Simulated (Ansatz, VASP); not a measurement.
One calculation of Ga2O3, two programs

```xyz
10
Lattice="2.5290 1.4601 4.5413 -2.5290 1.4601 4.5413 0.0000 -2.9202 4.5413" Properties=species:S:1:pos:R:3 pbc="T T T"
Ga    0.0000    0.0000   11.6600
Ga    0.0000    0.0000    8.7760
Ga    0.0000    0.0000    1.9640
Ga    0.0000    0.0000    4.8480
O    -0.9959   -1.4601    5.6767
O     1.7625   -0.1325    5.6767
O    -0.7665    1.5926    5.6767
O     0.9959    1.4601    7.9473
O    -1.7625    0.1325    7.9473
O     0.7665   -1.5926    7.9473
```

Alike in both runs: functional PBE; k mesh 9 × 9 × 9; occupations gaussian, width 0.02 eV; no spin polarisation.

Ansatz relaxed the structure, and its values are those at the end. VASP's run is a single point on that final structure, the one shown.

```csv
,VASP,Ansatz
version,VASP 6.6.1,Ansatz 0.2.0
potentials or method,"VASP PAW PBE potentials, release 64 (Ga_d, O), cutoff 520 eV","scalar-relativistic, plane waves, PAW"
valence electrons in the cell,88,88
```

```tsv
	VASP	Ansatz	Ansatz less VASP
gap on the k mesh at the Fermi level (eV)	2.40	2.42	+0.014
least direct gap on the mesh (eV)	2.62	2.64	+0.013
pressure (GPa)	0.9	0.0	-0.94
rms of the force components (eV/Å)	0.004	0.000	-0.0041
```
